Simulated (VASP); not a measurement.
# Cr (P1) in VASP: single point with PBE

Aim: the single point of Cr with PBE.

Program: VASP 6.6.1. These are calculated values, not measurements. Logs are shortened: lines on timing, memory, paths and dates and some standing lists are left out, and cuts for length are marked.

## Step 1: The cell of the first run

The typed cell holds 4 atoms: a = 4.995 Å, b = 4.995 Å, c = 2.498 Å, α = 109.47°, β = 109.47°, γ = 109.47°.

## Step 2: Single point, PBE, collinear spin, ferromagnetic start

Contents of INCAR:

```
PREC     = Accurate       # precision mode
ENCUT    = 520            # plane-wave cutoff, eV
EDIFF    = 1E-7           # SCF threshold, eV
ISMEAR   = -1             # smearing method
SIGMA    = 0.08           # smearing width, eV
LREAL    = False          # projectors in reciprocal space
LASPH    = True           # aspherical terms in the spheres
NELM     = 150            # most SCF steps
ALGO     = Normal         # electronic algorithm
ISIF     = 2              # what is computed and relaxed
LWAVE    = False          # write WAVECAR
LCHARG   = False          # write CHGCAR
ISPIN    = 2              # spin polarisation
MAGMOM   = 3 3 3 3        # initial moments
LORBIT   = 11             # projections on sites
LMAXMIX  = 4              # l up to which the mixer works
GGA      = PE             # functional
NBANDS   = 36             # bands
```

Contents of KPOINTS:

```
regular mesh
0
Gamma
  5 5 9
```

Contents of POSCAR:

```
Cr
1.0
   -2.8839000000      2.8839000000      2.8839000000
    2.8839000000     -2.8839000000      2.8839000000
    1.4419500000      1.4419500000     -1.4419500000
Cr
4
Direct
   -0.0279747911     -0.0218561670     -0.0358552654
    0.0278563750      0.5103212663      0.0276531780
    0.4978386907      0.0087409411     -0.0258816186
    0.5022797254      0.5027939596      0.0340837061
```

Potentials or basis: VASP PAW PBE potentials, release 64 (Cr_pv).

On the command line:

```
$ cat potpaw_PBE.64/Cr_pv/POTCAR > POTCAR
$ mpirun -np 1 vasp_std > vasp.out
```

OUTCAR:

```text
PREC = Accurate
   ENCUT = 520
   EDIFF = 1E-7
   ISMEAR = -1
   LREAL = False
   LASPH = True
   NELM = 150
   ISIF = 2
   ISPIN = 2
   LORBIT = 11
   GGA = PE

 ion  position               nearest neighbor table
   1  0.972  0.978  0.964-   4 2.35   3 2.43   2 2.49   2 2.52   3 2.57   4 2.65   4 2.83   2 2.87
                             3 2.89   3 2.89   2 2.92   4 2.94
   2  0.028  0.510  0.028-   4 2.38   3 2.40   1 2.49   1 2.52   3 2.60   4 2.62   4 2.84   1 2.87
                             3 2.87   3 2.90   1 2.92   4 2.93
   3  0.498  0.009  0.974-   2 2.40   4 2.41   1 2.43   1 2.57   4 2.59   2 2.60   4 2.83   2 2.87
                             1 2.89   1 2.89   2 2.90   4 2.94
   4  0.502  0.503  0.034-   1 2.35   2 2.38   3 2.41   3 2.59   2 2.62   1 2.65   1 2.83   3 2.83
                             2 2.84   2 2.93   3 2.94   1 2.94

  LATTYP: Found a trigonal (rhomboedric) cell.
 ALAT       =     4.7824071165
 COS(alpha) =    -0.4545454545

  Lattice vectors:

 A1 = (  -1.4419500000,  -1.4419500000,  -4.3258500000)
 A2 = (  -1.4419500000,   4.3258500000,   1.4419500000)
 A3 = (   4.3258500000,  -1.4419500000,   1.4419500000)

Analysis of symmetry for initial positions (statically):
=====================================================================
 Subroutine PRICEL returns:
 Original cell was already a primitive cell.

 Routine SETGRP: Setting up the symmetry group for a
 trigonal (rhombohedral) supercell.

 Subroutine GETGRP returns: Found  1 space group operations
 (whereof  1 operations were pure point group operations)
 out of a pool of 12 trial point group operations.

The static configuration has the point symmetry C_1 .

Analysis of symmetry for dynamics (positions and initial velocities):
=====================================================================
 Subroutine PRICEL returns:
 Original cell was already a primitive cell.

 Routine SETGRP: Setting up the symmetry group for a
 trigonal (rhombohedral) supercell.

 Subroutine GETGRP returns: Found  1 space group operations
 (whereof  1 operations were pure point group operations)
 out of a pool of 12 trial point group operations.

The dynamic configuration has the point symmetry C_1 .

Analysis of structural, dynamic, and magnetic symmetry:
=====================================================================
 Subroutine PRICEL returns:
 Original cell was already a primitive cell.

 Routine SETGRP: Setting up the symmetry group for a
 trigonal (rhombohedral) supercell.

 Subroutine GETGRP returns: Found  1 space group operations
 (whereof  1 operations were pure point group operations)
 out of a pool of 12 trial point group operations.

The overall configuration has the point symmetry C_1 .

 Subroutine INISYM returns: Found  1 space group operations
 (whereof  1 operations are pure point group operations),
 and found     1 'primitive' translations

----------------------------------------------------------------------------------------

                                     Primitive cell

  volume of cell :      47.9701

  direct lattice vectors                    reciprocal lattice vectors
    -2.883900000  2.883900000  2.883900000     0.000000000  0.173376331  0.173376331
     2.883900000 -2.883900000  2.883900000     0.173376331  0.000000000  0.173376331
     1.441950000  1.441950000 -1.441950000     0.346752661  0.346752661  0.000000000

  length of vectors
     4.995061324  4.995061324  2.497530662     0.245191158  0.245191158  0.490382316

  position of ions in fractional coordinates (direct lattice)
     0.972025209  0.978143833  0.964144735
     0.027856375  0.510321266  0.027653178
     0.497838691  0.008740941  0.974118381
     0.502279725  0.502793960  0.034083706

  ion indices of the primitive-cell ions
   primitive index   ion index
                 1           1
                 2           2
                 3           3
                 4           4

----------------------------------------------------------------------------------------
[... 38 lines left out ...]

 WARNING: IBZKPT: internal override: KBLOWUP is changed to .FALSE.
      ... skipping the blow-up phase ...

 Subroutine IBZKPT returns following result:
 ===========================================

 Found    113 irreducible k-points:

 Following reciprocal coordinates:
            Coordinates               Weight
  0.000000  0.000000  0.000000      1.000000
  0.200000  0.000000  0.000000      2.000000
  0.400000  0.000000  0.000000      2.000000
  0.000000  0.200000  0.000000      2.000000
  0.200000  0.200000  0.000000      2.000000
  0.400000  0.200000  0.000000      2.000000
[... 16 lines left out ...]
 -0.200000  0.200000  0.111111      2.000000
 -0.000000  0.400000  0.111111      2.000000
 [... further k-points ...]
   k-points           NKPTS =    113   k-points in BZ     NKDIM =    113   number of bands    NBANDS=     36
   number of dos      NEDOS =    301   number of ions     NIONS =      4
   total plane-waves  NPLWV =  32000
   dimension x,y,z NGX =    40 NGY =   40 NGZ =   20
   dimension x,y,z NGXF=    80 NGYF=   80 NGZF=   40
   ions per type =               4
   NGX,Y,Z   is equivalent  to a cutoff of  13.31, 13.31, 13.31 a.u.
   NGXF,Y,Z  is equivalent  to a cutoff of  26.63, 26.63, 26.63 a.u.
 SYSTEM =  unknown system
   PREC   = accura    normal or accurate (medium, high low for compatibility)
   ISTART =      0    job   : 0-new  1-cont  2-samecut
   ICHARG =      2    charge: 1-file 2-atom 10-const
   ISPIN  =      2    spin polarized calculation?
   LNONCOLLINEAR =      F non collinear calculations
   LSORBIT =      F    spin-orbit coupling
   LASPH  =      T    aspherical Exc in radial PAW
   ENCUT  =  520.0 eV  38.22 Ry    6.18 a.u.   9.29  9.29  4.64*2*pi/ulx,y,z
   NELM   =    150;   NELMIN=  2; NELMDL= -5     # of ELM steps
   EDIFF  = 0.1E-06   stopping-criterion for ELM
   LREAL  =      F    real-space projection
   EDIFFG = 0.1E-05   stopping-criterion for IOM
   NSW    =      0    number of steps for IOM
   IBRION =     -1    ionic relax: 0-MD 1-quasi-New 2-CG
   NFREE  =      0    steps in history (QN), initial steepest desc. (CG)
   ISIF   =      2    stress and relaxation
   ISYM   =      2    0-nonsym 1-usesym 2-fastsym
   POTIM  = 0.5000    time-step for ionic-motion
   TEBEG  =    0.0;   TEEND  =   0.0 temperature during run
   PSTRESS=    0.0 pullay stress
   NELECT =      48.0000    total number of electrons
   NUPDOWN=      -1.0000    fix difference up-down
   EMIN   =  10.00;   EMAX   =-10.00  energy-range for DOS
   EFERMI =   0.00;   METHOD = LEGACY
   ISMEAR =    -1;   SIGMA  =   0.08  broadening in eV -4-tet -1-fermi 0-gaus
   EFERMI_NEDOS =   21; number of points for ismear=-14 and -15
   IALGO  =     38    algorithm
   IMIX   =      4    mixing-type and parameters
     AMIX     =   0.40;   BMIX     =  1.00
     AMIX_MAG =   1.60;   BMIX_MAG =  1.00
  volume/ion in A,a.u.               =      11.99        80.93
  Fermi-wavevector in a.u.,A,eV,Ry     =   1.637439  3.094310 36.480015  2.681205
  Thomas-Fermi vector in A             =   2.728578
   LORBIT       =     11    0 simple, 1 ext, 2 COOP (PROOUT), +10 PAW based schemes
   GGA     = PE    functional components
   LHFCALC =     F    Hartree Fock is set to
   AEXX    =    0.0000 exact exchange contribution
   IVDW    =     0    specifies the selected vdW correction
   LEPSILON=     F    determine dielectric tensor
   LRPA    =     F    only Hartree local field effects (RPA)
 spin polarized calculation
  energy-cutoff  :      520.00
  volume of cell :       47.97
 maximum number of plane-waves:      1305
 NGX is ok and might be reduce to    40
   NGX = 19   NGY = 19   NGZ =  9

 number of electron      47.9999996 magnetization      -0.0000027

 number of electron      47.9999996 magnetization       0.0000013

 Free energy of the ion-electron system (eV)
  ---------------------------------------------------
  ext. energy  EPLUGINS =         0.00000000
  ---------------------------------------------------
  free energy    TOTEN  =       -37.89656970 eV

  energy without entropy =      -37.82836137  energy(sigma->0) =      -37.86246554

 E-fermi :  10.4299     XC(G=0): -13.4467

 val. band max:       10.4285655784   @ k =  -0.4000   0.0000   0.1111
 cond. band min:      10.4489023777   @ k =  -0.4000  -0.4000   0.1111
 fundamental gap:      0.0203367993
 Fermi energy:        10.4299459946

 spin component 1

 k-point     1 :       0.0000    0.0000    0.0000
  band No.  band energies     occupation
      1     -33.1449      1.00000
      2     -33.1360      1.00000
      3     -33.1281      1.00000
      4     -32.5794      1.00000
      5     -32.5615      1.00000
      6     -32.5564      1.00000
[... 925 lines left out ...]
     35      14.5054      0.00000
     36      15.6438      0.00000

 [... further k-points ...]

 spin component 2

 k-point     1 :       0.0000    0.0000    0.0000
  band No.  band energies     occupation
      1     -33.1449      1.00000
      2     -33.1360      1.00000
      3     -33.1281      1.00000
      4     -32.5794      1.00000
      5     -32.5615      1.00000
      6     -32.5564      1.00000
[... 925 lines left out ...]
     35      14.5054      0.00000
     36      15.6438      0.00000

 [... further k-points ...]
[... 5 lines left out ...]
  --------------------------------------------------------------------------------------
  -------------------------------------------------------------------------------------
  Total       -2.3202071     -2.2082721     -2.2303093     -0.0719656     -0.0450696      0.1391048
  in kB      -77.4937639    -73.7551901    -74.4912208     -2.4036158     -1.5053029      4.6460296
  external PRESSURE =     -75.2467249 kB  Pullay stress =       0.0000000 kB

 VOLUME and BASIS-vectors are now :
 -----------------------------------------------------------------------------
  energy-cutoff  :      520.00
  volume of cell :       47.97
      direct lattice vectors                 reciprocal lattice vectors
    -2.883900000  2.883900000  2.883900000     0.000000000  0.173376331  0.173376331
     2.883900000 -2.883900000  2.883900000     0.173376331  0.000000000  0.173376331
     1.441950000  1.441950000 -1.441950000     0.346752661  0.346752661  0.000000000

 POSITION                                       TOTAL-FORCE (eV/Angst)
 -----------------------------------------------------------------------------------
      1.40789      1.37260      4.23384         0.360368      0.464098      0.833129
      1.43126     -1.35151      1.51218        -0.044559     -0.719405     -0.564795
     -0.00588      2.81514      0.05630         0.369931      0.352272     -0.193770
      0.05063      0.04766      2.84939        -0.685741     -0.096966     -0.074564
 -----------------------------------------------------------------------------------
    total drift:                               -0.000083      0.000522     -0.000287

  FREE ENERGIE OF THE ION-ELECTRON SYSTEM (eV)
  ---------------------------------------------------
  free  energy   TOTEN  =       -37.8965697016 eV

  energy  without entropy=      -37.8283613741  energy(sigma->0) =      -37.86246554

 total charge

# of ion       s       p       d       tot
------------------------------------------
    1        0.430   6.381   4.184  10.995
    2        0.429   6.381   4.182  10.992
    3        0.428   6.380   4.184  10.992
    4        0.431   6.384   4.200  11.015
--------------------------------------------------
tot          1.717  25.527  16.749  43.993

 magnetization (x)

# of ion       s       p       d       tot
------------------------------------------
    1        0.000  -0.000   0.000   0.000
    2       -0.000   0.000   0.000  -0.000
    3       -0.000  -0.000  -0.000  -0.000
    4       -0.000   0.000  -0.000  -0.000
--------------------------------------------------
tot         -0.000  -0.000   0.000  -0.000
```

Wall time 4 min (1 thread of Intel Xeon 6975P-C (Granite Rapids), shared host); peak memory 0.37 GiB.

Results:

```yaml
Free_energy: -37.8966 eV
Pressure: -7.5 GPa
Largest_force: 1.019 eV/Å
Band_gap_on_the_k_mesh: zero (filled and empty bands overlap)
Net_moment: 0.00 μB per cell
Valence_electrons_inside_the_program's_atomic_spheres: Cr 10.99, 11.02 (each value once)
```

Forces in eV/Å, atoms in the order of the input:
```
Cr   0.360  0.464  0.833
Cr  -0.045 -0.719 -0.565
Cr   0.370  0.352 -0.194
Cr  -0.686 -0.097 -0.075
```

Stress tensor (GPa, compression positive):
```
-7.75 -0.24  0.46
-0.24 -7.38 -0.15
 0.46 -0.15 -7.45
```

Levels at points of the mesh, in eV from the Fermi level:
Spin up:
```
           k point  band 21  band 22  band 23  band 24  band 25  band 26  band 27  band 28
(0.00, 0.00, 0.00)    -0.90    -0.76     0.81     0.96     1.02     1.12     1.13     1.17
```
Spin down:
| k point | band 22 | band 23 | band 24 | band 25 | band 26 | band 27 |
| --- | --- | --- | --- | --- | --- | --- |
| (0.00, 0.00, 0.00) | -0.76 | 0.81 | 0.96 | 1.02 | 1.12 | 1.13 |

Caveat: the cell stands under tension; forces of over 1 eV/Å act on the atoms, so gaps and moduli don't describe the material at rest.
